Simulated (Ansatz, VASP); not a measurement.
One calculation of Si, two programs

File INCAR:

```
ALGO = Normal
EDIFF = 1E-6
ENCUT = 500
GGA = PE
GGA_COMPAT = False
ISIF = 2
ISMEAR = 0
LASPH = True
LCHARG = False
LREAL = False
LWAVE = False
NBANDS = 11
NELM = 120
PREC = Accurate
SIGMA = 0.02
```

File KPOINTS:

```
k-points
0
Gamma
  8 8 8
```

The input POSCAR:

```
Si
1.0
    0.0000000000      2.7351079785      2.7351079785
    2.7351079785      0.0000000000      2.7351079785
    2.7351079785      2.7351079785      0.0000000000
Si
2
Direct
    0.7500000000      0.7500000000      0.7500000000
    0.5000000000      0.5000000000      0.5000000000
```

Input for Ansatz:

```yaml
crystal:
  lattice:
    - [0.0, 2.7351079785, 2.7351079785]
    - [2.7351079785, 0.0, 2.7351079785]
    - [2.7351079785, 2.7351079785, 0.0]
  atoms:
    - { symbol: Si, position: [0.75, 0.75, 0.75] }
    - { symbol: Si, position: [0.5, 0.5, 0.5] }
basis:
  ecutwfc: 420
kpoints:
  mp_grid: { grid: [8, 8, 8] }
  band_path:
    path:
      - [[0.0, 0.0, 0.0], [0.5, 0.0, 0.5], [0.625, 0.25, 0.625]]
      - [[0.375, 0.375, 0.75], [0.0, 0.0, 0.0], [0.5, 0.5, 0.5], [0.5, 0.25, 0.75], [0.5, 0.0, 0.5]]
    npoints: 10
hamiltonian:
  xc: pbe
  pseudopotentials: { kind: paw }
scf:
  occupations: { method: gaussian, width: 0.02 }
  n_extra_bands: 7
output:
  forces: true
  stress: true
  eigenvalues: true
  dos: { projected: false, de: 0.02, nscf_kmesh: { grid: [12, 12, 12] } }
  write_density: true
  write_potential: true
  elf: true
  volumetric_format: npy
```

Alike in both runs: task single point; functional PBE; k mesh 8 × 8 × 8; occupations gaussian, width 0.02 eV; no spin polarisation.

|  | VASP | Ansatz |
| --- | --- | --- |
| version | VASP 6.6.1 | Ansatz 0.2.0 |
| potentials or method | VASP PAW PBE potentials, release 64 (Si), cutoff 500 eV | scalar-relativistic, plane waves, PAW |
| valence electrons in the cell | 8 | 8 |

```csv
,VASP,Ansatz,Ansatz less VASP
gap on the k mesh at the Fermi level (eV),0.65,0.65,-0.003
least direct gap on the mesh (eV),2.56,2.55,-0.005
pressure (GPa),-0.1,0.0,+0.08
```
